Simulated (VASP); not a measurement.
# Cs (Pm-3m) in VASP: a series of runs

Runs on Cs. Level: PBEsol. Tasks: single point, relaxation of cell and atoms.

All numbers are computed with VASP 6.6.1; they aren't measurements. Logs are shortened: lines on timing, memory, paths and dates and some standing lists are left out, and cuts for length are marked.

### Step 1. The cell of the first run

Symmetry: Pm-3m, No. 221, cubic system. Conventional cell: a = 4.753 Å, b = 4.753 Å, c = 4.753 Å, α = 90.00°, β = 90.00°, γ = 90.00°.

This isn't the form of Cs at room conditions, which is bcc.

### Step 2. Single point, PBEsol (107.36 Å³/atom)

File INCAR:

```
PREC     = Accurate       # precision mode
ENCUT    = 520            # plane-wave cutoff, eV
EDIFF    = 1E-7           # SCF threshold, eV
ISMEAR   = -1             # smearing method
SIGMA    = 0.08           # smearing width, eV
LREAL    = F              # projectors in reciprocal space
LASPH    = T              # aspherical terms in the spheres
NELM     = 60             # most SCF steps
ALGO     = Normal         # electronic algorithm
ISIF     = 2              # what is computed and relaxed
LWAVE    = F              # write WAVECAR
LCHARG   = F              # write CHGCAR
GGA      = PS             # functional
NBANDS   = 10             # bands
```

File KPOINTS:

```
regular mesh
0
Gamma
  8 8 8
```

File POSCAR:

```
Cs
1.0
    4.7527106375      0.0000000000      0.0000000000
    0.0000000000      4.7527106375      0.0000000000
    0.0000000000      0.0000000000      4.7527106375
Cs
1
Direct
    0.0000000000      0.0000000000      0.0000000000
```

Potentials or basis: VASP PAW PBE potentials, release 64 (Cs_sv).

On the command line:

```
$ cat potpaw_PBE.64/Cs_sv/POTCAR > POTCAR
$ mpirun -np 1 vasp_std > vasp.out
```

OUTCAR:

```text
PREC = Accurate
   ENCUT = 520
   EDIFF = 1E-7
   ISMEAR = -1
   LREAL = F
   LASPH = T
   NELM = 60
   ISIF = 2
   GGA = PS

 ion  position               nearest neighbor table
   1  0.000  0.000  0.000-

  LATTYP: Found a simple cubic cell.
 ALAT       =     4.7527106375

  Lattice vectors:

 A1 = (   4.7527106375,   0.0000000000,   0.0000000000)
 A2 = (   0.0000000000,   4.7527106375,   0.0000000000)
 A3 = (   0.0000000000,   0.0000000000,   4.7527106375)

Analysis of symmetry for initial positions (statically):
=====================================================================
 Subroutine PRICEL returns:
 Original cell was already a primitive cell.

 Routine SETGRP: Setting up the symmetry group for a
 simple cubic supercell.

 Subroutine GETGRP returns: Found 48 space group operations
 (whereof 48 operations were pure point group operations)
 out of a pool of 48 trial point group operations.

The static configuration has the point symmetry O_h .

Analysis of symmetry for dynamics (positions and initial velocities):
=====================================================================
 Subroutine PRICEL returns:
 Original cell was already a primitive cell.

 Routine SETGRP: Setting up the symmetry group for a
 simple cubic supercell.

 Subroutine GETGRP returns: Found 48 space group operations
 (whereof 48 operations were pure point group operations)
 out of a pool of 48 trial point group operations.

The dynamic configuration has the point symmetry O_h .

 Subroutine INISYM returns: Found 48 space group operations
 (whereof 48 operations are pure point group operations),
 and found     1 'primitive' translations

----------------------------------------------------------------------------------------

                                     Primitive cell

  volume of cell :     107.3555

  direct lattice vectors                    reciprocal lattice vectors
     4.752710637  0.000000000  0.000000000     0.210406245  0.000000000  0.000000000
     0.000000000  4.752710637  0.000000000     0.000000000  0.210406245  0.000000000
     0.000000000  0.000000000  4.752710637     0.000000000  0.000000000  0.210406245

  length of vectors
     4.752710637  4.752710637  4.752710637     0.210406245  0.210406245  0.210406245

  position of ions in fractional coordinates (direct lattice)
     0.000000000  0.000000000  0.000000000

  ion indices of the primitive-cell ions
   primitive index   ion index
                 1           1

[... 79 lines left out ...]
   POTIM  = 0.5000    time-step for ionic-motion
   TEBEG  =    0.0;   TEEND  =   0.0 temperature during run
   PSTRESS=    0.0 pullay stress
   NELECT =       9.0000    total number of electrons
   NUPDOWN=      -1.0000    fix difference up-down
   EMIN   =  10.00;   EMAX   =-10.00  energy-range for DOS
   EFERMI =   0.00;   METHOD = LEGACY
   ISMEAR =    -1;   SIGMA  =   0.08  broadening in eV -4-tet -1-fermi 0-gaus
   EFERMI_NEDOS =   21; number of points for ismear=-14 and -15
   IALGO  =     38    algorithm
   IMIX   =      4    mixing-type and parameters
     AMIX     =   0.40;   BMIX     =  1.00
     AMIX_MAG =   1.60;   BMIX_MAG =  1.00
  volume/ion in A,a.u.               =     107.36       724.47
  Fermi-wavevector in a.u.,A,eV,Ry     =   0.716497  1.353983  6.984792  0.513368
  Thomas-Fermi vector in A             =   1.804933
   LORBIT       =      0    0 simple, 1 ext, 2 COOP (PROOUT), +10 PAW based schemes
   GGA     = PS    functional components
   LHFCALC =     F    Hartree Fock is set to
   AEXX    =    0.0000 exact exchange contribution
   IVDW    =     0    specifies the selected vdW correction
   LEPSILON=     F    determine dielectric tensor
   LRPA    =     F    only Hartree local field effects (RPA)
 non-spin polarized calculation
  energy-cutoff  :      520.00
  volume of cell :      107.36
 maximum number of plane-waves:      2945
 NGX is ok and might be reduce to    36
   NGX = 17   NGY = 17   NGZ = 17

 number of electron       8.9999996 magnetization

 Free energy of the ion-electron system (eV)
  ---------------------------------------------------
  ext. energy  EPLUGINS =         0.00000000
  ---------------------------------------------------
  free energy    TOTEN  =        -0.85075251 eV

  energy without entropy =       -0.82486568  energy(sigma->0) =       -0.83780910

 E-fermi :   0.5781     XC(G=0):  -5.6527

 val. band max:        0.5410101294   @ k =   0.5000   0.1250   0.0000
 cond. band min:       0.7029297689   @ k =   0.3750   0.3750   0.0000
 fundamental gap:      0.1619196395
 Fermi energy:         0.5781370705

 k-point     1 :       0.0000    0.0000    0.0000
  band No.  band energies     occupation
      1     -23.4124      2.00000
      2     -10.0823      2.00000
      3     -10.0823      2.00000
      4     -10.0823      2.00000
      5      -1.1791      2.00000
      6       1.8616      0.00000
      7       1.8616      0.00000
      8       5.2389      0.00000
      9       5.2389      0.00000
     10       5.2389      0.00000
[... 287 lines left out ...]
 k-point    24 :       0.5000    0.3750    0.1250
  band No.  band energies     occupation
      1     -23.3865      2.00000
      2     -10.3132      2.00000
      3     -10.2722      2.00000
      4     -10.0762      2.00000
      5       0.8887      0.04040
      6       1.7206      0.00000
      7       2.5704      0.00000
      8       2.8292      0.00000
      9       4.0711      0.00000
     10       4.1927      0.00000

 [... further k-points ...]

------------------------ aborting loop because EDIFF is reached ----------------------------------------

  FORCE on cell =-STRESS in cart. coord.  units (eV):
  Direction    XX          YY          ZZ          XY          YZ          ZX
  --------------------------------------------------------------------------------------
  -------------------------------------------------------------------------------------
  Total        0.1262109      0.1262109      0.1262109      0.0000000     -0.0000000      0.0000000
  in kB        1.8835764      1.8835764      1.8835764      0.0000000     -0.0000000      0.0000000
  external PRESSURE =       1.8835764 kB  Pullay stress =       0.0000000 kB

 VOLUME and BASIS-vectors are now :
 -----------------------------------------------------------------------------
  energy-cutoff  :      520.00
  volume of cell :      107.36
      direct lattice vectors                 reciprocal lattice vectors
     4.752710637  0.000000000  0.000000000     0.210406245  0.000000000  0.000000000
     0.000000000  4.752710637  0.000000000     0.000000000  0.210406245  0.000000000
     0.000000000  0.000000000  4.752710637     0.000000000  0.000000000  0.210406245

 POSITION                                       TOTAL-FORCE (eV/Angst)
 -----------------------------------------------------------------------------------
      0.00000      0.00000      0.00000         0.000000      0.000000      0.000000
 -----------------------------------------------------------------------------------
    total drift:                                0.000000      0.000000     -0.000000

  FREE ENERGIE OF THE ION-ELECTRON SYSTEM (eV)
  ---------------------------------------------------
  free  energy   TOTEN  =        -0.8507525101 eV

  energy  without entropy=       -0.8248656834  energy(sigma->0) =       -0.83780910
```

OSZICAR:

```text
N       E                     dE             d eps       ncg     rms          rms(c)
DAV:   1     0.526855503751E+02    0.52686E+02   -0.29615E+03   700   0.629E+02
DAV:   2     0.498405322146E+01   -0.47701E+02   -0.46598E+02   866   0.110E+02
DAV:   3    -0.775170766068E+00   -0.57592E+01   -0.57486E+01   810   0.432E+01
DAV:   4    -0.853411353690E+00   -0.78241E-01   -0.78227E-01   908   0.626E+00
DAV:   5    -0.853719753968E+00   -0.30840E-03   -0.30839E-03   940   0.346E-01    0.174E-01
DAV:   6    -0.851792614348E+00    0.19271E-02   -0.20975E-03   876   0.211E-01    0.119E-01
DAV:   7    -0.850727870627E+00    0.10647E-02   -0.55243E-03   822   0.351E-01    0.481E-02
DAV:   8    -0.850749525635E+00   -0.21655E-04   -0.14718E-04   800   0.829E-02    0.737E-03
DAV:   9    -0.850752973521E+00   -0.34479E-05   -0.63027E-06   844   0.139E-02    0.508E-03
DAV:  10    -0.850752304896E+00    0.66862E-06   -0.16143E-06   818   0.655E-03    0.925E-04
DAV:  11    -0.850752434505E+00   -0.12961E-06   -0.46410E-08   512   0.136E-03    0.384E-04
DAV:  12    -0.850752510103E+00   -0.75598E-07   -0.21098E-08   418   0.881E-04
   1 F= -.85075251E+00 E0= -.83780910E+00  d E =-.258868E-01
```

stdout:

```text
POSCAR found type information on POSCAR Cs
 POSCAR found :  1 types and       1 ions
 scaLAPACK will be used
 -----------------------------------------------------------------------------
|                                                                             |
|                                                                             |
|     You enforced a specific xc type in the INCAR file but a different       |
|     I HOPE YOU KNOW WHAT YOU ARE DOING!                                     |
|                                                                             |
 -----------------------------------------------------------------------------

 LDA part: xc-table for (Slater+PW92), standard interpolation
 POSCAR, INCAR and KPOINTS ok, starting setup
 FFT: planning ... GRIDC
 FFT: planning ... GRID_SOFT
 FFT: planning ... GRID
 WAVECAR not read
 entering main loop
```

Wall time 15 s (1 thread of Intel Xeon 6975P-C (Granite Rapids), shared host); peak memory 0.21 GiB.

Results:

| Property | Result |
| --- | --- |
| Free energy | -0.8508 eV |
| Pressure | 0.2 GPa |
| Band gap on the k mesh | zero (an odd number of electrons rules out a gap without spin polarisation) |

Levels at points of the mesh, in eV from the Fermi level:
```
           k point  band 1  band 2  band 3  band 4  band 5  band 6  band 7  band 8  band 9
(0.00, 0.00, 0.00)  -23.99  -10.66  -10.66  -10.66   -1.76    1.28    1.28    4.66    4.66
(0.50, 0.00, 0.00)  -23.98  -10.93  -10.64  -10.64   -0.21    0.50    1.76    3.01    3.01
(0.50, 0.50, 0.00)  -23.96  -10.89  -10.89  -10.61    0.18    1.25    2.28    2.28    3.42
(0.50, 0.50, 0.50)  -23.95  -10.86  -10.86  -10.86    1.00    1.00    1.00    3.09    4.43
```

Caveat: the PAW data sets were made with another functional, which shifts forces and pressure a little; spin-orbit coupling is left out, which moves the levels of the heavy elements.

[end of part 1 of 3]
